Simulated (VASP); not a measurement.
# SnO (Pmn2_1) in VASP: notebook

Runs on SnO. Level: PBE. Tasks: single point.

All numbers are computed with VASP 6.6.1; they aren't measurements. Logs are shortened: lines on timing, memory, paths and dates and some standing lists are left out, and cuts for length are marked.

### 1 The cell of the first run

It takes space group Pmn2_1 (No. 31, orthorhombic). The conventional cell has a = 3.293 Å, b = 5.739 Å, c = 3.988 Å, α = 90.00°, β = 90.00°, γ = 90.00°. Sn (site symmetry m) has 3 O at 2.12 to 2.13 Å within 2.8 Å. Within 2.9 Å of O (site symmetry m) lie 3 Sn at 2.12 to 2.13 Å and 4 O at 2.87 Å.

### 2 Single point, PBE (strain -0.3%)

INCAR reads:

```
PREC = Accurate ; ENCUT = 1340
EDIFF = 1E-6 ; ISMEAR = -1
SIGMA = 0.02 ; LREAL = F
LASPH = T ; NELM = 120
ALGO = Normal ; ISIF = 2
LWAVE = F ; LCHARG = F
GGA = PE ; NBANDS = 28
GGA_COMPAT = F
```

KPOINTS reads:

```
Automatic mesh
0
Gamma
  8 4 6
```

POSCAR reads:

```
SnO
1.0
    3.2925448783      0.0000000000      0.0000000000
    0.0000000000      5.7392803112      0.0000000000
    0.0000000000      0.0000000000      3.9880045106
Sn O
2 2
Direct
    0.0000000000      0.2305427654      0.5185351226
    0.5000000000      0.7694572346      0.0185351226
    0.0000000000      0.8924944372      0.7314658774
    0.5000000000      0.1075055628      0.2314658774
```

Potentials or basis: VASP PAW PBE potentials, release 64 (Sn_d, O_h).

Started as:

```sh
$ cat potpaw_PBE.64/Sn_d/POTCAR potpaw_PBE.64/O_h/POTCAR > POTCAR
$ mpirun -np 1 vasp_std > vasp.out
```

OUTCAR:

```text
PREC = Accurate
   ENCUT = 1340
   EDIFF = 1E-6
   ISMEAR = -1
   LREAL = F
   LASPH = T
   NELM = 120
   ISIF = 2
   GGA = PE

 ion  position               nearest neighbor table
   1  0.000  0.231  0.519-   3 2.12   4 2.13   4 2.13   2 3.70   2 3.70   2 3.70   2 3.70
   2  0.500  0.769  0.019-   4 2.12   3 2.13   3 2.13   1 3.70   1 3.70   1 3.70   1 3.70
   3  0.000  0.892  0.731-   1 2.12   2 2.13   2 2.13
   4  0.500  0.108  0.231-   2 2.12   1 2.13   1 2.13

  LATTYP: Found a simple orthorhombic cell.
 ALAT       =     3.2925448783
 B/A-ratio  =     1.2112225218
 C/A-ratio  =     1.7431137686

  Lattice vectors:

 A1 = (  -3.2925448783,   0.0000000000,   0.0000000000)
 A2 = (   0.0000000000,   0.0000000000,   3.9880045106)
 A3 = (   0.0000000000,   5.7392803112,   0.0000000000)

Analysis of symmetry for initial positions (statically):
=====================================================================
 Subroutine PRICEL returns:
 Original cell was already a primitive cell.

 Routine SETGRP: Setting up the symmetry group for a
 simple orthorhombic supercell.

 Subroutine GETGRP returns: Found  4 space group operations
 (whereof  2 operations were pure point group operations)
 out of a pool of  8 trial point group operations.

The static configuration has the point symmetry C_1h.
 The point group associated with its full space group is C_2v.

Analysis of symmetry for dynamics (positions and initial velocities):
=====================================================================
 Subroutine PRICEL returns:
 Original cell was already a primitive cell.

 Routine SETGRP: Setting up the symmetry group for a
 simple orthorhombic supercell.

 Subroutine GETGRP returns: Found  4 space group operations
 (whereof  2 operations were pure point group operations)
 out of a pool of  8 trial point group operations.

The dynamic configuration has the point symmetry C_1h.
 The point group associated with its full space group is C_2v.

 Subroutine INISYM returns: Found  4 space group operations
 (whereof  2 operations are pure point group operations),
 and found     1 'primitive' translations

----------------------------------------------------------------------------------------

                                     Primitive cell

  volume of cell :      75.3607

  direct lattice vectors                    reciprocal lattice vectors
[... 89 lines left out ...]
   ENCUT  = 1340.0 eV  98.49 Ry    9.92 a.u.   9.83 17.13 11.90*2*pi/ulx,y,z
   NELM   =    120;   NELMIN=  2; NELMDL= -5     # of ELM steps
   EDIFF  = 0.1E-05   stopping-criterion for ELM
   LREAL  =      F    real-space projection
   EDIFFG = 0.1E-04   stopping-criterion for IOM
   NSW    =      0    number of steps for IOM
   IBRION =     -1    ionic relax: 0-MD 1-quasi-New 2-CG
   NFREE  =      0    steps in history (QN), initial steepest desc. (CG)
   ISIF   =      2    stress and relaxation
   ISYM   =      2    0-nonsym 1-usesym 2-fastsym
   POTIM  = 0.5000    time-step for ionic-motion
   TEBEG  =    0.0;   TEEND  =   0.0 temperature during run
   PSTRESS=    0.0 pullay stress
   NELECT =      40.0000    total number of electrons
   NUPDOWN=      -1.0000    fix difference up-down
   EMIN   =  10.00;   EMAX   =-10.00  energy-range for DOS
   EFERMI =   0.00;   METHOD = LEGACY
   ISMEAR =    -1;   SIGMA  =   0.02  broadening in eV -4-tet -1-fermi 0-gaus
   EFERMI_NEDOS =   21; number of points for ismear=-14 and -15
   IALGO  =     38    algorithm
   IMIX   =      4    mixing-type and parameters
     AMIX     =   0.40;   BMIX     =  1.00
     AMIX_MAG =   1.60;   BMIX_MAG =  1.00
  volume/ion in A,a.u.               =      18.84       127.14
  Fermi-wavevector in a.u.,A,eV,Ry     =   1.325501  2.504833 23.904778  1.756952
  Thomas-Fermi vector in A             =   2.454957
   LORBIT       =      0    0 simple, 1 ext, 2 COOP (PROOUT), +10 PAW based schemes
   GGA     = PE    functional components
   LHFCALC =     F    Hartree Fock is set to
   AEXX    =    0.0000 exact exchange contribution
   IVDW    =     0    specifies the selected vdW correction
   LEPSILON=     F    determine dielectric tensor
   LRPA    =     F    only Hartree local field effects (RPA)
 non-spin polarized calculation
  energy-cutoff  :     1340.00
  volume of cell :       75.36
 maximum number of plane-waves:      8448
 NGX is ok and might be reduce to    40
   NGX = 19   NGY = 35   NGZ = 23

 number of electron      40.0000003 magnetization

 Free energy of the ion-electron system (eV)
  ---------------------------------------------------
  ext. energy  EPLUGINS =         0.00000000
  ---------------------------------------------------
  free energy    TOTEN  =       -22.38312215 eV

  energy without entropy =      -22.38312215  energy(sigma->0) =      -22.38312215

 E-fermi :   6.1812     XC(G=0):  -9.8667

 val. band max:        5.7708160534   @ k =   0.0000   0.0000   0.0000
 cond. band min:       7.1578187608   @ k =   0.3750   0.5000   0.0000
 fundamental gap:      1.3870027074
 Fermi energy:         6.1811772944

 k-point     1 :       0.0000    0.0000    0.0000
  band No.  band energies     occupation
      1     -15.5958      2.00000
      2     -15.2066      2.00000
      3     -15.1043      2.00000
      4     -15.0637      2.00000
      5     -15.0344      2.00000
      6     -15.0118      2.00000
[... 733 lines left out ...]
     27      15.0193      0.00000
     28      16.1803      0.00000

 [... further k-points ...]

------------------------ aborting loop because EDIFF is reached ----------------------------------------

  FORCE on cell =-STRESS in cart. coord.  units (eV):
  Direction    XX          YY          ZZ          XY          YZ          ZX
  --------------------------------------------------------------------------------------
  -------------------------------------------------------------------------------------
  Total        2.7937508      2.1710984      2.0684221      0.0000000      0.0000000      0.0000000
  in kB       59.3954888     46.1578222     43.9749103      0.0000000      0.0000000      0.0000000
  external PRESSURE =      49.8427405 kB  Pullay stress =       0.0000000 kB

 VOLUME and BASIS-vectors are now :
 -----------------------------------------------------------------------------
  energy-cutoff  :     1340.00
  volume of cell :       75.36
      direct lattice vectors                 reciprocal lattice vectors
     3.292544878  0.000000000  0.000000000     0.303716437  0.000000000  0.000000000
     0.000000000  5.739280311  0.000000000     0.000000000  0.174237874  0.000000000
     0.000000000  0.000000000  3.988004511     0.000000000  0.000000000  0.250751973

 POSITION                                       TOTAL-FORCE (eV/Angst)
 -----------------------------------------------------------------------------------
      0.00000      1.32315      2.06792         0.000000      0.578935      0.206549
      1.64627      4.41613      0.07392         0.000000     -0.578935      0.206549
      0.00000      5.12228      2.91709         0.000000     -0.132324     -0.206549
      1.64627      0.61700      0.92309         0.000000      0.132324     -0.206549
 -----------------------------------------------------------------------------------
    total drift:                               -0.000000      0.000000      0.000830

  FREE ENERGIE OF THE ION-ELECTRON SYSTEM (eV)
  ---------------------------------------------------
  free  energy   TOTEN  =       -22.3831221459 eV

  energy  without entropy=      -22.3831221459  energy(sigma->0) =      -22.38312215
```

It took 7.1 min on 1 thread of Intel Xeon Platinum 8259CL at 2.50GHz (Skylake/Cascade Lake), shared host; peak memory 0.67 GiB.

Results:

* Free energy: -22.3831 eV
* Pressure: 5.0 GPa
* Largest force: 0.615 eV/Å
* Band gap on the k mesh: 1.39 eV (least direct gap 2.06 eV)

Forces on the atoms (eV/Å):
```
Sn   0.000  0.579  0.207
Sn   0.000 -0.579  0.207
O    0.000 -0.132 -0.207
O    0.000  0.132 -0.207
```

Caveat: the cell differs from its parent crystal (strain -0.3%); the cell stands under pressure; spin-orbit coupling is left out, which moves the levels of the heavy elements. A k mesh can miss the band edges.

### 3 Single point, PBE (strain +3.7%)

INCAR reads:

```
PREC = Accurate ; ENCUT = 1340
EDIFF = 1E-6 ; ISMEAR = -1
SIGMA = 0.02 ; LREAL = False
LASPH = True ; NELM = 120
ALGO = Normal ; ISIF = 2
LWAVE = False ; LCHARG = False
GGA = PE ; NBANDS = 28
GGA_COMPAT = False
```

KPOINTS reads:

```
regular mesh
0
Gamma
  8 4 6
```

POSCAR reads:

```
SnO
1.0
    3.4263210296      0.0000000000      0.0000000000
    0.0000000000      5.9724673623      0.0000000000
    0.0000000000      0.0000000000      4.1500371979
Sn O
2 2
Direct
    0.0000000000      0.2166926976      0.5013626841
    0.5000000000      0.7833073024      0.0013626841
    0.0000000000      0.9084112015      0.7486383159
    0.5000000000      0.0915887985      0.2486383159
```

Potentials or basis: VASP PAW PBE potentials, release 64 (Sn_d, O_h).

Started as:

```sh
$ cat potpaw_PBE.64/Sn_d/POTCAR potpaw_PBE.64/O_h/POTCAR > POTCAR
$ mpirun -np 1 vasp_std > vasp.out
```

OUTCAR:

```text
PREC = Accurate
   ENCUT = 1340
   EDIFF = 1E-6
   ISMEAR = -1
   LREAL = False
   LASPH = True
   NELM = 120
   ISIF = 2
   GGA = PE

 ion  position               nearest neighbor table
   1  0.000  0.217  0.501-   3 2.11   4 2.14   4 2.14   2 3.73   2 3.73   2 3.73   2 3.73
   2  0.500  0.783  0.001-   4 2.11   3 2.14   3 2.14   1 3.73   1 3.73   1 3.73   1 3.73
   3  0.000  0.908  0.749-   1 2.11   2 2.14   2 2.14
   4  0.500  0.092  0.249-   2 2.11   1 2.14   1 2.14

  LATTYP: Found a simple orthorhombic cell.
 ALAT       =     3.4263210296
 B/A-ratio  =     1.2112225218
 C/A-ratio  =     1.7431137686

  Lattice vectors:

 A1 = (  -3.4263210296,   0.0000000000,   0.0000000000)
 A2 = (   0.0000000000,   0.0000000000,   4.1500371979)
 A3 = (   0.0000000000,   5.9724673623,   0.0000000000)

Analysis of symmetry for initial positions (statically):
=====================================================================
 Subroutine PRICEL returns:
 Original cell was already a primitive cell.

 Routine SETGRP: Setting up the symmetry group for a
[... 173 lines left out ...]

 E-fermi :   5.0737     XC(G=0):  -9.1952

 val. band max:        4.6271521002   @ k =   0.0000   0.0000   0.0000
 cond. band min:       6.3276178536   @ k =   0.3750   0.5000   0.0000
 fundamental gap:      1.7004657533
 Fermi energy:         5.0737251750

 k-point     1 :       0.0000    0.0000    0.0000
  band No.  band energies     occupation
      1     -16.7104      2.00000
      2     -16.3261      2.00000
      3     -16.2489      2.00000
      4     -16.2308      2.00000
      5     -16.2044      2.00000
      6     -16.1778      2.00000
[... 733 lines left out ...]
     27      13.3345      0.00000
     28      14.6900      0.00000

 [... further k-points ...]

------------------------ aborting loop because EDIFF is reached ----------------------------------------

  FORCE on cell =-STRESS in cart. coord.  units (eV):
  Direction    XX          YY          ZZ          XY          YZ          ZX
  --------------------------------------------------------------------------------------
  -------------------------------------------------------------------------------------
  Total        0.7407012      1.4580263      1.4703806      0.0000000      0.0000000      0.0000000
  in kB       13.9739703     27.5069300     27.7400043      0.0000000      0.0000000      0.0000000
  external PRESSURE =      23.0736349 kB  Pullay stress =       0.0000000 kB

 VOLUME and BASIS-vectors are now :
 -----------------------------------------------------------------------------
  energy-cutoff  :     1340.00
  volume of cell :       84.92
      direct lattice vectors                 reciprocal lattice vectors
     3.426321030  0.000000000  0.000000000     0.291858233  0.000000000  0.000000000
     0.000000000  5.972467362  0.000000000     0.000000000  0.167434988  0.000000000
     0.000000000  0.000000000  4.150037198     0.000000000  0.000000000  0.240961696

 POSITION                                       TOTAL-FORCE (eV/Angst)
 -----------------------------------------------------------------------------------
      0.00000      1.29419      2.08067         0.000000      0.550952      0.131481
      1.71316      4.67828      0.00566         0.000000     -0.550952      0.131481
      0.00000      5.42546      3.10688         0.000000     -0.120119     -0.131481
      1.71316      0.54701      1.03186         0.000000      0.120119     -0.131481
 -----------------------------------------------------------------------------------
    total drift:                                0.000000      0.000000      0.000271

  FREE ENERGIE OF THE ION-ELECTRON SYSTEM (eV)
  ---------------------------------------------------
  free  energy   TOTEN  =       -22.4373339257 eV

  energy  without entropy=      -22.4373339257  energy(sigma->0) =      -22.43733393
```

Run time: 7.6 min. Hardware: 1 thread of Intel Xeon Platinum 8488C (Sapphire Rapids), shared host; peak memory 0.72 GiB.

What came out:

```
Free energy            : -22.4373 eV
Pressure               : 2.3 GPa
Largest force          : 0.566 eV/Å
Band gap on the k mesh : 1.70 eV (least direct gap 2.64 eV)
```

Forces in eV/Å, atoms in the order of the input:
```
Sn   0.000  0.551  0.131
Sn   0.000 -0.551  0.131
O    0.000 -0.120 -0.131
O    0.000  0.120 -0.131
```

Levels at points of the mesh, in eV from the valence-band top:
```tsv
k point	band 16	band 17	band 18	band 19	band 20	band 21	band 22	band 23	band 24	band 25
(0.00, 0.00, 0.00)	-4.20	-3.75	-2.90	-2.03	0.00	2.68	2.81	5.69	6.07	7.51
(0.50, 0.00, 0.00)	-4.61	-2.73	-2.73	-1.28	-1.28	2.67	2.67	5.68	5.68	6.55
(0.00, 0.50, 0.00)	-4.12	-4.07	-2.92	-1.79	-1.49	3.29	4.09	4.76	5.07	6.68
(0.50, 0.50, 0.00)	-4.52	-2.78	-2.78	-1.03	-1.03	2.04	2.04	6.39	6.39	7.34
(0.00, 0.00, 0.50)	-3.58	-3.38	-3.38	-1.76	-1.76	2.30	2.30	5.12	5.12	7.80
(0.50, 0.00, 0.50)	-4.27	-3.17	-3.17	-0.91	-0.91	2.25	2.25	4.23	4.23	6.90
(0.00, 0.50, 0.50)	-3.58	-3.17	-3.17	-1.51	-1.51	1.77	1.77	5.58	5.58	7.72
(0.50, 0.50, 0.50)	-4.35	-3.32	-3.32	-0.55	-0.55	2.66	2.66	3.86	3.86	6.02
```

Caveat: the cell differs from its parent crystal (strain +3.7%); spin-orbit coupling is left out, which moves the levels of the heavy elements. A k mesh can miss the band edges.
